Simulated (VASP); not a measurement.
Cu: single point with PBEsol

The system is Cu.

```
Cu
1.0
     2.26665    0.00000    0.00000
     0.00000    2.26665    0.00000
     0.00000    0.00000    2.26665
Cu
1
Direct
  0.00000 0.00000 0.00000
```

- Program: VASP 6.6.1
- Task: single point
- Functional: PBEsol
- Potentials or basis: VASP PAW PBE potentials, release 64 (Cu)
- Cutoff: 520 eV
- k mesh: 10 × 10 × 10
- Occupations: methfessel-paxton, width 0.05 eV
- Spin: no spin polarisation
- Dipole correction: no
- Further INCAR settings: ALGO = Normal; EDIFF = 1e-06; NBANDS = 12

| Quantity | Value |
| --- | --- |
| Pressure | 20.6 GPa |

Levels at points of the mesh, in eV from the Fermi level:
| k point | band 2 | band 3 | band 4 | band 5 | band 6 | band 7 | band 8 | band 9 |
| --- | --- | --- | --- | --- | --- | --- | --- | --- |
| (0.00, 0.00, 0.00) | -4.67 | -4.67 | -1.41 | -1.41 | -1.41 | 19.46 | 19.46 | 19.46 |
| (0.50, 0.00, 0.00) | -4.24 | -2.42 | -2.42 | -2.01 | -1.32 | 2.62 | 24.95 | 27.06 |
| (0.50, 0.50, 0.00) | -3.91 | -2.22 | -2.22 | -0.72 | 4.50 | 4.50 | 10.60 | 10.78 |
| (0.50, 0.50, 0.50) | -4.28 | -4.28 | -0.67 | -0.67 | 11.31 | 11.31 | 11.31 | 13.80 |

Run time: 3.1 s on 1 thread of Intel(R) Xeon(R) 6975P-C (Granite Rapids) (shared host), peak memory 0.11 GiB.

Caveat: the PAW data sets were made with another functional, which shifts forces and pressure a little.
